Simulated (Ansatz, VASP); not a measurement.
**Two plane-wave programs on Cu6H**

File INCAR:

```
SYSTEM = Cu6H
PREC = Accurate
ENCUT = 520
EDIFF = 1E-6
ISMEAR = 0
SIGMA = 0.1
LREAL = .FALSE.
LASPH = .TRUE.
NELM = 100
ALGO = Normal
ISIF = 2
LWAVE = .FALSE.
LCHARG = .FALSE.
LDIPOL = .TRUE.
IDIPOL = 3
DIPOL = 0.5 0.5 0.282
GGA = PE
NBANDS = 80
```

KPOINTS

```
regular mesh
0
G
  5 5 1
  0 0 0
```

The input POSCAR:

```
Cu6H
1.0
    5.1332392722      0.0000000000      0.0000000000
    0.0000000000      5.1332392722      0.0000000000
    0.0000000000      0.0000000000     21.5289058579
Cu H
12 2
Direct
    0.2500000000      0.2500000000      0.1857967157
    0.2500000000      0.7500000000      0.1857967157
    0.7500000000      0.2500000000      0.1857967157
    0.7500000000      0.7500000000      0.1857967157
    0.0000000000      0.0000000000      0.2677566944
    0.0000000000      0.5000000000      0.2677566944
    0.5000000000      0.0000000000      0.2677566944
    0.5000000000      0.5000000000      0.2677566944
    0.2500000000      0.2500000000      0.3497114952
    0.2500000000      0.7500000000      0.3497114952
    0.7500000000      0.2500000000      0.3497114952
    0.7500000000      0.7500000000      0.3497114952
    0.1043804486      1.0000000000      0.3706136257
    0.3956195514      1.0000000000      0.3706136257
```

Input for Ansatz:

```yaml
crystal:
  lattice:
    - [5.1332392722, 0.0, 0.0]
    - [0.0, 5.1332392722, 0.0]
    - [0.0, 0.0, 21.5289058579]
  atoms:
    - { symbol: Cu, position: [0.25, 0.25, 0.1857967157] }
    - { symbol: Cu, position: [0.25, 0.75, 0.1857967157] }
    - { symbol: Cu, position: [0.75, 0.25, 0.1857967157] }
    - { symbol: Cu, position: [0.75, 0.75, 0.1857967157] }
    - { symbol: Cu, position: [0.0, 0.0, 0.2677566944] }
    - { symbol: Cu, position: [0.0, 0.5, 0.2677566944] }
    - { symbol: Cu, position: [0.5, 0.0, 0.2677566944] }
    - { symbol: Cu, position: [0.5, 0.5, 0.2677566944] }
    - { symbol: Cu, position: [0.25, 0.25, 0.3497114952] }
    - { symbol: Cu, position: [0.25, 0.75, 0.3497114952] }
    - { symbol: Cu, position: [0.75, 0.25, 0.3497114952] }
    - { symbol: Cu, position: [0.75, 0.75, 0.3497114952] }
    - { symbol: H, position: [0.1043804486, 1.0, 0.3706136257] }
    - { symbol: H, position: [0.3956195514, 1.0, 0.3706136257] }
basis:
  ecutwfc: 420
kpoints:
  mp_grid: { grid: [5, 5, 1] }
hamiltonian:
  xc: pbe
scf:
  occupations: { method: gaussian, width: 0.1 }
output:
  forces: true
  eigenvalues: true
efield:
  axis: 3
  dipole_correction: true
  ramp_width: 0.04
```

Alike in both runs: task single point; functional PBE; k mesh 5 × 5 × 1; occupations gaussian, width 0.1 eV; no spin polarisation.

|  | VASP | Ansatz |
| --- | --- | --- |
| version | VASP 6.6.1 | Ansatz 0.2.0 |
| potentials or method | VASP PAW PBE potentials, release 64 (Cu, H), cutoff 520 eV | scalar-relativistic, plane waves, PAW |
| valence electrons in the cell | 134 | 230 |

```tsv
	VASP	Ansatz	Ansatz less VASP
gap on the k mesh at the Fermi level (eV)	none	none	-
rms of the force components (eV/Å)	0.577	0.564	-0.0134
```

Atom by atom the forces differ by 0.018 eV/Å (rms over components). A gap of «none» marks a metal or a gap that the smearing closes. VASP's potentials hold 134 valence electrons a cell and Ansatz's 230, so a difference there can come from the potentials and not from the codes.
